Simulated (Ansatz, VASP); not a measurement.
# Ir: VASP beside Ansatz

The input POSCAR:

```
Ir
1.0
    0.0000000000      1.9597771901      1.9597771901
    1.9597771901      0.0000000000      1.9597771901
    1.9597771901      1.9597771901      0.0000000000
Ir
1
Direct
    0.0000000000      0.0000000000      0.0000000000
```

The input INCAR.step1:

```
ALGO = Normal
EDIFF = 1E-4
ENCUT = 520
GGA = PE
ISMEAR = 0
LASPH = T
LCHARG = F
LREAL = F
LWAVE = T
NBANDS = 10
NELM = 60
PREC = Accurate
SIGMA = 0.1
```

INCAR.step2

```
ALGO = Normal
EDIFF = 1E-7
ENCUT = 520
ISIF = 2
ISMEAR = 0
ISTART = 1
LASPH = T
LCHARG = T
LELF = T
LMIXTAU = T
LREAL = F
LVHAR = T
LWAVE = F
METAGGA = R2SCAN
NBANDS = 10
NELM = 60
PREC = Accurate
SIGMA = 0.1
```

The input KPOINTS:

```
k-points
0
Gamma
  18 18 18
```

Input for Ansatz:

```yaml
crystal:
  lattice:
    - [0.0, 1.9597771898, 1.9597771898]
    - [1.9597771898, 0.0, 1.9597771898]
    - [1.9597771898, 1.9597771898, 0.0]
  atoms:
    - { symbol: Ir, position: [0.0, 0.0, 0.0] }
basis:
  ecutwfc: 500
kpoints:
  mp_grid: { grid: [18, 18, 18] }
hamiltonian:
  xc: r2scan
scf:
  occupations: { method: gaussian, width: 0.1 }
output:
  forces: true
  stress: true
  eigenvalues: true
  write_density: true
  write_potential: true
  elf: true
  volumetric_format: npy
```

Alike in both runs: task single point; functional r2SCAN; k mesh 18 × 18 × 18; occupations gaussian, width 0.1 eV; no spin polarisation.

|  | VASP | Ansatz |
| --- | --- | --- |
| version | VASP 6.6.1 | Ansatz 0.2.0 |
| potentials or method | VASP PAW PBE potentials, release 64 (Ir), cutoff 520 eV | scalar-relativistic, plane waves, PAW |
| valence electrons in the cell | 9 | 17 |

VASP gave:

| Property | Result |
| --- | --- |
| gap on the k mesh at the Fermi level (eV) | none |
| pressure (GPa) | -17.1 |

Estimate Ansatz's values.

gap on the k mesh at the Fermi level (eV): none; pressure (GPa): -19.0.

VASP's potentials were made for PBE, not for r2SCAN. A gap of «none» marks a metal or a gap that the smearing closes. VASP's potentials hold 9 valence electrons a cell and Ansatz's 17, so a difference there can come from the potentials and not from the codes.

Spin-orbit coupling is off throughout.
